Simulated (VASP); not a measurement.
# NiO (Fm-3m) in VASP: further runs

The runs below take NiO through single point, with LDA.

All numbers are computed with VASP 6.6.1; they aren't measurements. Logs are shortened: lines on timing, memory, paths and dates and some standing lists are left out, and cuts for length are marked.

## 1. The cell of the first run

It takes space group Fm-3m (No. 225, cubic). Conventional cell: a = 4.199 Å, b = 4.199 Å, c = 4.199 Å, α = 90.00°, β = 90.00°, γ = 90.00°. Within 2.8 Å of Ni (site symmetry m-3m) lie 6 O at 2.10 Å. O (site symmetry m-3m) has 6 Ni at 2.10 Å within 2.8 Å.

## 2. Single point, LDA, collinear spin, ferromagnetic start

INCAR

```
  PREC = Accurate
  ENCUT = 520
  EDIFF = 1E-6
  ISMEAR = -1
  SIGMA = 0.05
  LREAL = False
  LASPH = True
  NELM = 150
  ALGO = Normal
  ISIF = 2
  LWAVE = False
  LCHARG = False
  ISPIN = 2
  MAGMOM = 1 0
  LORBIT = 11
  LMAXMIX = 4
  NBANDS = 19
```

KPOINTS

```
Automatic mesh
0
Gamma
  11 11 11
```

POSCAR

```
NiO
1.0
    0.0000000000      2.0997159621      2.0997159621
    2.0997159621      0.0000000000      2.0997159621
    2.0997159621      2.0997159621      0.0000000000
Ni O
1 1
Direct
    0.0000000000      0.0000000000      0.0000000000
    0.5000000000      0.5000000000      0.5000000000
```

Potentials or basis: VASP PAW LDA potentials, release 64 (Ni, O).

Started as:

```
$ cat potpaw_LDA.64/Ni/POTCAR potpaw_LDA.64/O/POTCAR > POTCAR
$ mpirun -np 1 vasp_std > vasp.out
```

OUTCAR:

```text
PREC = Accurate
   ENCUT = 520
   EDIFF = 1E-6
   ISMEAR = -1
   LREAL = False
   LASPH = True
   NELM = 150
   ISIF = 2
   ISPIN = 2
   LORBIT = 11

 ion  position               nearest neighbor table
   1  0.000  0.000  0.000-   2 2.10   2 2.10   2 2.10   2 2.10   2 2.10   2 2.10
   2  0.500  0.500  0.500-   1 2.10   1 2.10   1 2.10   1 2.10   1 2.10   1 2.10

  LATTYP: Found a face centered cubic cell.
 ALAT       =     4.1994319242

  Lattice vectors:

 A1 = (   0.0000000000,   2.0997159621,   2.0997159621)
 A2 = (   2.0997159621,   0.0000000000,   2.0997159621)
 A3 = (   2.0997159621,   2.0997159621,   0.0000000000)

Analysis of symmetry for initial positions (statically):
=====================================================================
 Subroutine PRICEL returns:
 Original cell was already a primitive cell.

 Routine SETGRP: Setting up the symmetry group for a
 face centered cubic supercell.

 Subroutine GETGRP returns: Found 48 space group operations
 (whereof 48 operations were pure point group operations)
 out of a pool of 48 trial point group operations.

The static configuration has the point symmetry O_h .

Analysis of symmetry for dynamics (positions and initial velocities):
=====================================================================
 Subroutine PRICEL returns:
 Original cell was already a primitive cell.

 Routine SETGRP: Setting up the symmetry group for a
 face centered cubic supercell.

 Subroutine GETGRP returns: Found 48 space group operations
 (whereof 48 operations were pure point group operations)
 out of a pool of 48 trial point group operations.

The dynamic configuration has the point symmetry O_h .

Analysis of structural, dynamic, and magnetic symmetry:
=====================================================================
 Subroutine PRICEL returns:
 Original cell was already a primitive cell.

 Routine SETGRP: Setting up the symmetry group for a
 face centered cubic supercell.

 Subroutine GETGRP returns: Found 48 space group operations
 (whereof 48 operations were pure point group operations)
 out of a pool of 48 trial point group operations.

The overall configuration has the point symmetry O_h .

 Subroutine INISYM returns: Found 48 space group operations
 (whereof 48 operations are pure point group operations),
 and found     1 'primitive' translations

----------------------------------------------------------------------------------------

                                     Primitive cell

  volume of cell :      18.5145

[... 110 lines left out ...]
  Fermi-wavevector in a.u.,A,eV,Ry     =   1.559352  2.946749 33.083654  2.431580
  Thomas-Fermi vector in A             =   2.662723
   LORBIT       =     11    0 simple, 1 ext, 2 COOP (PROOUT), +10 PAW based schemes
   GGA     = CA    functional components
   LHFCALC =     F    Hartree Fock is set to
   AEXX    =    0.0000 exact exchange contribution
   IVDW    =     0    specifies the selected vdW correction
   LEPSILON=     F    determine dielectric tensor
   LRPA    =     F    only Hartree local field effects (RPA)
 spin polarized calculation
  energy-cutoff  :      520.00
  volume of cell :       18.51
 maximum number of plane-waves:       531
 NGX is ok and might be reduce to    24
   NGX = 11   NGY = 11   NGZ = 11

 number of electron      16.0000011 magnetization       0.2297002

 Free energy of the ion-electron system (eV)
  ---------------------------------------------------
  ext. energy  EPLUGINS =         0.00000000
  ---------------------------------------------------
  free energy    TOTEN  =       -13.24759544 eV

  energy without entropy =      -13.23219142  energy(sigma->0) =      -13.23989343

 E-fermi :   7.2284     XC(G=0): -13.0783

 val. band max:        7.2273837832   @ k =   0.2727   0.1818   0.0909
 cond. band min:       7.2386864278   @ k =   0.4545   0.3636   0.0909
 fundamental gap:      0.0113026447
 Fermi energy:         7.2284065586

 spin component 1

 k-point     1 :       0.0000    0.0000    0.0000
  band No.  band energies     occupation
      1     -12.7494      1.00000
      2       4.2212      1.00000
      3       4.2212      1.00000
      4       4.2212      1.00000
      5       5.4331      1.00000
      6       5.4331      1.00000
[... 517 lines left out ...]
     18      37.9582      0.00000
     19      39.1047      0.00000

 [... further k-points ...]

 spin component 2

 k-point     1 :       0.0000    0.0000    0.0000
  band No.  band energies     occupation
      1     -12.7027      1.00000
      2       4.2748      1.00000
      3       4.2748      1.00000
      4       4.2748      1.00000
      5       5.5628      1.00000
      6       5.5628      1.00000
[... 517 lines left out ...]
     18      38.0060      0.00000
     19      39.0559      0.00000

 [... further k-points ...]

------------------------ aborting loop because EDIFF is reached ----------------------------------------

  FORCE on cell =-STRESS in cart. coord.  units (eV):
  Direction    XX          YY          ZZ          XY          YZ          ZX
  --------------------------------------------------------------------------------------
  -------------------------------------------------------------------------------------
  Total       -2.6307514     -2.6307514     -2.6307514     -0.0000000     -0.0000000      0.0000000
  in kB     -227.6558139   -227.6558139   -227.6558139     -0.0000000     -0.0000000      0.0000000
  external PRESSURE =    -227.6558139 kB  Pullay stress =       0.0000000 kB

 VOLUME and BASIS-vectors are now :
 -----------------------------------------------------------------------------
  energy-cutoff  :      520.00
  volume of cell :       18.51
      direct lattice vectors                 reciprocal lattice vectors
     0.000000000  2.099715962  2.099715962    -0.238127446  0.238127446  0.238127446
     2.099715962  0.000000000  2.099715962     0.238127446 -0.238127446  0.238127446
     2.099715962  2.099715962  0.000000000     0.238127446  0.238127446 -0.238127446

 POSITION                                       TOTAL-FORCE (eV/Angst)
 -----------------------------------------------------------------------------------
      0.00000      0.00000      0.00000        -0.000000     -0.000000      0.000000
      2.09972      2.09972      2.09972         0.000000      0.000000      0.000000
 -----------------------------------------------------------------------------------
    total drift:                                0.000000     -0.000000     -0.000000

  FREE ENERGIE OF THE ION-ELECTRON SYSTEM (eV)
  ---------------------------------------------------
  free  energy   TOTEN  =       -13.2475954378 eV

  energy  without entropy=      -13.2321914241  energy(sigma->0) =      -13.23989343

 total charge

# of ion       s       p       d       tot
------------------------------------------
    1        0.325   0.381   8.347   9.053
    2        1.562   3.324   0.000   4.886
--------------------------------------------------
tot          1.887   3.705   8.347  13.939

 magnetization (x)

# of ion       s       p       d       tot
------------------------------------------
    1        0.002   0.003   0.190   0.195
    2        0.004   0.024   0.000   0.028
--------------------------------------------------
tot          0.007   0.027   0.190   0.223
```

OSZICAR:

```text
N       E                     dE             d eps       ncg     rms          rms(c)
DAV:   1     0.797877834525E+02    0.79788E+02   -0.70187E+03  4595   0.104E+03
DAV:   2    -0.105134732631E+02   -0.90301E+02   -0.78961E+02  4368   0.232E+02
DAV:   3    -0.154269246840E+02   -0.49135E+01   -0.46685E+01  4960   0.548E+01
DAV:   4    -0.154704737297E+02   -0.43549E-01   -0.43493E-01  4706   0.500E+00
DAV:   5    -0.154711374376E+02   -0.66371E-03   -0.66365E-03  4913   0.623E-01    0.136E+01
DAV:   6    -0.149536535657E+02    0.51748E+00   -0.11324E+01  5615   0.584E+01    0.171E+01
DAV:   7    -0.133234480355E+02    0.16302E+01   -0.52724E+00  5458   0.495E+01    0.511E+00
DAV:   8    -0.132497400704E+02    0.73708E-01   -0.28832E-01  5476   0.792E+00    0.213E+00
DAV:   9    -0.132470738467E+02    0.26662E-02   -0.25183E-02  5199   0.222E+00    0.753E-01
DAV:  10    -0.132463560636E+02    0.71778E-03   -0.40787E-03  5626   0.118E+00    0.275E-01
DAV:  11    -0.132475134920E+02   -0.11574E-02   -0.16537E-03  5660   0.627E-01    0.991E-02
DAV:  12    -0.132475750954E+02   -0.61603E-04   -0.13905E-04  5566   0.105E-01    0.453E-02
DAV:  13    -0.132475908622E+02   -0.15767E-04   -0.14775E-05  5746   0.600E-02    0.145E-02
DAV:  14    -0.132475939073E+02   -0.30451E-05   -0.19072E-06  3935   0.219E-02    0.127E-02
DAV:  15    -0.132475952030E+02   -0.12958E-05   -0.17280E-06  2305   0.200E-02    0.418E-03
DAV:  16    -0.132475954378E+02   -0.23480E-06   -0.57183E-07  2349   0.103E-02
   1 F= -.13247595E+02 E0= -.13239893E+02  d E =-.154040E-01  mag=     0.2290
```

stdout:

```text
POSCAR found type information on POSCAR NiO
 POSCAR found :  2 types and       2 ions
 scaLAPACK will be used
 LDA part: xc-table for (Slater(with rela. corr.)+CA(PZ))
 , standard interpolation
 POSCAR, INCAR and KPOINTS ok, starting setup
 FFT: planning ... GRIDC
 FFT: planning ... GRID_SOFT
 FFT: planning ... GRID
 WAVECAR not read
 entering main loop
```

Wall time 26 s (1 thread of Intel Xeon 6975P-C, shared host); peak memory 0.16 GiB.

Results:

```yaml
Free_energy: -13.2476 eV
Pressure: -22.8 GPa
Net_moment: 0.23 μB per cell
Site_moments: Ni +0.20; O +0.03 μB
Valence_electrons_inside_the_program's_atomic_spheres: Ni 9.05; O 4.89
```

Caveat: semilocal functionals often make such compounds metallic where correlation or magnetic order opens a gap, which also shifts bond lengths.

## 3. Single point, LDA, collinear spin, ferromagnetic start

This run uses another cell than the first one, of 9.62 Å³/atom, 1.039 times its volume.

INCAR

```
SYSTEM = NiO
ALGO = Normal ; EDIFF = 1E-6
ENCUT = 520 ; GGA = CA
ISIF = 2 ; ISMEAR = -1
ISPIN = 2 ; LASPH = .True.
LCHARG = .True. ; LELF = .True.
LMAXMIX = 4 ; LORBIT = 11
LREAL = .False. ; LVHAR = .True.
LWAVE = .False. ; MAGMOM = 1 0
NBANDS = 19 ; NELM = 150
PREC = Accurate ; SIGMA = 0.05
```

KPOINTS

```
k-points
0
Gamma
  11 11 11
  0 0 0
```

POSCAR

```
NiO
1.0
    0.0000000000      2.1268120599      2.1268120599
    2.1268120599      0.0000000000      2.1268120599
    2.1268120599      2.1268120599      0.0000000000
Ni O
1 1
Direct
    0.0000000000      0.0000000000      0.0000000000
    0.5000000000      0.5000000000      0.5000000000
```

Potentials or basis: VASP PAW LDA potentials, release 64 (Ni, O).

Started as:

```
$ cat potpaw_LDA.64/Ni/POTCAR potpaw_LDA.64/O/POTCAR > POTCAR
$ mpirun -np 1 vasp_std > vasp.out
```

OUTCAR:

```text
SYSTEM = NiO
   EDIFF = 1E-6
   ENCUT = 520
   GGA = CA
   ISIF = 2
   ISMEAR = -1
   ISPIN = 2
   LASPH = .True.
   LORBIT = 11
   LREAL = .False.
   NELM = 150
   PREC = Accurate

 ion  position               nearest neighbor table
   1  0.000  0.000  0.000-   2 2.13   2 2.13   2 2.13   2 2.13   2 2.13   2 2.13
   2  0.500  0.500  0.500-   1 2.13   1 2.13   1 2.13   1 2.13   1 2.13   1 2.13

  LATTYP: Found a face centered cubic cell.
 ALAT       =     4.2536241198

  Lattice vectors:

 A1 = (   0.0000000000,   2.1268120599,   2.1268120599)
 A2 = (   2.1268120599,   0.0000000000,   2.1268120599)
 A3 = (   2.1268120599,   2.1268120599,   0.0000000000)

Analysis of symmetry for initial positions (statically):
=====================================================================
 Subroutine PRICEL returns:
 Original cell was already a primitive cell.

 Routine SETGRP: Setting up the symmetry group for a
 face centered cubic supercell.

 Subroutine GETGRP returns: Found 48 space group operations
 (whereof 48 operations were pure point group operations)
 out of a pool of 48 trial point group operations.
[... 718 lines left out ...]
  band No.  band energies     occupation
      1     -12.9114      1.00000
      2       3.8652      1.00000
      3       3.8652      1.00000
      4       3.8652      1.00000
      5       5.1163      1.00000
      6       5.1163      1.00000
[... 517 lines left out ...]
     18      36.8456      0.00000
     19      37.8131      0.00000

 [... further k-points ...]
[... 5 lines left out ...]
  --------------------------------------------------------------------------------------
  -------------------------------------------------------------------------------------
  Total       -3.3651898     -3.3651898     -3.3651898     -0.0000000     -0.0000000      0.0000000
  in kB     -280.2223724   -280.2223724   -280.2223724     -0.0000000     -0.0000000      0.0000000
  external PRESSURE =    -280.2223724 kB  Pullay stress =       0.0000000 kB

 VOLUME and BASIS-vectors are now :
 -----------------------------------------------------------------------------
  energy-cutoff  :      520.00
  volume of cell :       19.24
      direct lattice vectors                 reciprocal lattice vectors
     0.000000000  2.126812060  2.126812060    -0.235093645  0.235093645  0.235093645
     2.126812060  0.000000000  2.126812060     0.235093645 -0.235093645  0.235093645
     2.126812060  2.126812060  0.000000000     0.235093645  0.235093645 -0.235093645

 POSITION                                       TOTAL-FORCE (eV/Angst)
 -----------------------------------------------------------------------------------
      0.00000      0.00000      0.00000         0.000000     -0.000000      0.000000
      2.12681      2.12681      2.12681         0.000000      0.000000      0.000000
 -----------------------------------------------------------------------------------
    total drift:                                0.000000     -0.000000     -0.000000

  FREE ENERGIE OF THE ION-ELECTRON SYSTEM (eV)
  ---------------------------------------------------
  free  energy   TOTEN  =       -13.1328297742 eV

  energy  without entropy=      -13.1166930569  energy(sigma->0) =      -13.12476142

 total charge

# of ion       s       p       d       tot
------------------------------------------
    1        0.312   0.353   8.325   8.990
    2        1.562   3.303   0.000   4.866
--------------------------------------------------
tot          1.875   3.657   8.325  13.856

 magnetization (x)

# of ion       s       p       d       tot
------------------------------------------
    1        0.002   0.003   0.181   0.186
    2        0.004   0.022   0.000   0.026
--------------------------------------------------
tot          0.006   0.025   0.181   0.212
```

stdout:

```text
POSCAR found type information on POSCAR NiO
 POSCAR found :  2 types and       2 ions
 scaLAPACK will be used
 LDA part: xc-table for (Slater(with rela. corr.)+CA(PZ))
 , standard interpolation
 POSCAR, INCAR and KPOINTS ok, starting setup
 FFT: planning ... GRIDC
 FFT: planning ... GRID_SOFT
 FFT: planning ... GRID
 WAVECAR not read
 entering main loop
```

It took 28 s on 1 thread of Intel Xeon 6975P-C, shared host; peak memory 0.16 GiB.

What came out:

```
Free energy                                           : -13.1328 eV
Pressure                                              : -28.0 GPa
Net moment                                            : 0.22 μB per cell
Site moments                                          : Ni +0.19; O +0.03 μB
Valence electrons inside the program's atomic spheres : Ni 8.99; O 4.87
```

Levels at points of the mesh, in eV from the Fermi level:
Spin up:
```csv
k point,band 5,band 6,band 7,band 8,band 9,band 10,band 11,band 12
"(0.00, 0.00, 0.00)",-1.66,-1.66,-1.66,-1.58,-1.58,1.44,17.64,18.66
```
Spin down:
```csv
k point,band 6,band 7,band 8,band 9,band 10,band 11
"(0.00, 0.00, 0.00)",-1.54,-1.54,-1.34,-1.34,1.48,17.64
```

Caveat: semilocal functionals often make such compounds metallic where correlation or magnetic order opens a gap, which also shifts bond lengths.
